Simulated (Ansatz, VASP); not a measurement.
## SnTe2 in VASP and in Ansatz

File POSCAR:

```
SnTe2
1.0
    6.9585660197      0.0000000000      0.0000000000
    0.0000000000      6.9585660197      0.0000000000
    0.0000000000      0.0000000000      4.4179125098
Sn Te
2 4
Direct
    0.0000000000      0.0000000000      0.0000000000
    0.5000000000      0.5000000000      0.5000000000
    0.3023537661      0.3023537661      0.0000000000
    0.1976462339      0.8023537661      0.5000000000
    0.8023537661      0.1976462339      0.5000000000
    0.6976462339      0.6976462339      0.0000000000
```

The input INCAR.step1:

```
SYSTEM = SnTe2
PREC = Accurate ; ENCUT = 520
EDIFF = 1E-5 ; ISMEAR = -1
SIGMA = 0.02 ; LREAL = .FALSE.
LASPH = .TRUE. ; NELM = 80
ALGO = Normal ; ISIF = 2
LWAVE = .TRUE. ; NBANDS = 35
GGA = PE
```

File INCAR.step2:

```
SYSTEM = SnTe2
PREC = Accurate ; ENCUT = 520
EDIFF = 1E-6 ; ISMEAR = -1
SIGMA = 0.02 ; LREAL = .FALSE.
LASPH = .TRUE. ; NELM = 80
ALGO = Normal ; ISIF = 2
LWAVE = .FALSE. ; LCHARG = .TRUE.
GGA = PE ; LHFCALC = .TRUE.
AEXX = 0.4 ; HFSCREEN = 0.3
PRECFOCK = Fast ; LELF = .TRUE.
LVHAR = .TRUE. ; NBANDS = 35
ISTART = 1
```

KPOINTS

```
Automatic mesh
0
G
  2 2 4
  0 0 0
```

Input for Ansatz:

```yaml
crystal:
  lattice:
    - [6.9585660197, 0.0, 0.0]
    - [0.0, 6.9585660197, 0.0]
    - [0.0, 0.0, 4.4179125098]
  atoms:
    - { symbol: Sn, position: [0.0, 0.0, 0.0] }
    - { symbol: Sn, position: [0.5, 0.5, 0.5] }
    - { symbol: Te, position: [0.3023537661, 0.3023537661, 0.0] }
    - { symbol: Te, position: [0.1976462339, 0.8023537661, 0.5] }
    - { symbol: Te, position: [0.8023537661, 0.1976462339, 0.5] }
    - { symbol: Te, position: [0.6976462339, 0.6976462339, 0.0] }
kpoints:
  mp_grid: { grid: [2, 2, 4] }
hamiltonian:
  xc: { exchange: pbe, correlation: pbe, exx: { coeff: 0.4, omega: 0.3 } }
scf:
  occupations: { method: fermi_dirac, width: 0.02 }
  n_extra_bands: 5
output:
  forces: true
  stress: true
  eigenvalues: true
```

Alike in both runs: task single point; functional PBE-based screened hybrid; k mesh 2 × 2 × 4; occupations fermi-dirac, width 0.02 eV; no spin polarisation.

|  | VASP | Ansatz |
| --- | --- | --- |
| version | VASP 6.6.1 | Ansatz 0.2.0 |
| potentials or method | VASP PAW PBE potentials, release 64 (Sn_d, Te) | plane waves |
| plane-wave cutoff (eV) | 520 | 420 |
| valence electrons in the cell | 52 | 92 |

|  | VASP | Ansatz | Ansatz less VASP |
| --- | --- | --- | --- |
| pressure (GPa) | -2.0 | -1.7 | +0.34 |
| traceless stress, the component that is largest in VASP (GPa) | -0.90 | -0.85 | +0.056 |
| rms of the force components (eV/Å) | 0.184 | 0.173 | -0.0107 |

VASP's potentials were made for PBE, not for PBE-based screened hybrid. Atom by atom the forces differ by 0.011 eV/Å (rms over components). VASP's potentials hold 52 valence electrons a cell and Ansatz's 92, so a difference there can come from the potentials and not from the codes. Ansatz's warnings: stress exchange threshold loose, stress scf threshold loose.

The k mesh is coarse, so the values compare programs but aren't converged. Neither program's run includes spin-orbit coupling.
